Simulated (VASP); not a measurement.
Input of a VASP 6.6.1 run:

INCAR

```
SYSTEM = ZnS
ALGO = Normal ; EDIFF = 1E-6
EDIFFG = -0.01 ; ENCUT = 600
GGA = PS ; IBRION = 2
ISIF = 3 ; ISMEAR = -1
LASPH = .TRUE. ; LCHARG = .FALSE.
LREAL = .FALSE. ; LWAVE = .FALSE.
NELM = 80 ; NSW = 80
PREC = Accurate ; SIGMA = 0.05
```

KPOINTS

```
k-points
0
G
  6 6 6
  0 0 0
```

POSCAR

```
ZnS
1.0
    3.8212050000      0.0000000000      0.0000000000
    1.9106025000      3.3092606031      0.0000000000
    1.9106025000      1.1030868677      3.1200008175
Zn S
1 1
Direct
    0.2500000000      0.2500000000      0.2500000000
    0.0000000000      0.0000000000      0.0000000000
```

Potentials or basis: VASP PAW PBE potentials, release 64 (Zn, S).

Run with:

```console
$ cat potpaw_PBE.64/Zn/POTCAR potpaw_PBE.64/S/POTCAR > POTCAR
$ mpirun -np 1 vasp_std > vasp.out
```

(1) Predict the space group after relaxing (to 0.05 Å).

(2) Estimate the relaxed volume.

(3) Predict the relaxed cell.

(4) Estimate the band gap on the k mesh.

Results:

(1) F-43m (No. 216).

(2) 19.26 Å³/atom.

(3) a = 3.791 Å, b = 3.791 Å, c = 3.791 Å, α = 60.00°, β = 60.00°, γ = 60.00°.

(4) 2.08 eV, direct.

Caveat: the PAW data sets were made with another functional, which shifts forces and pressure a little.
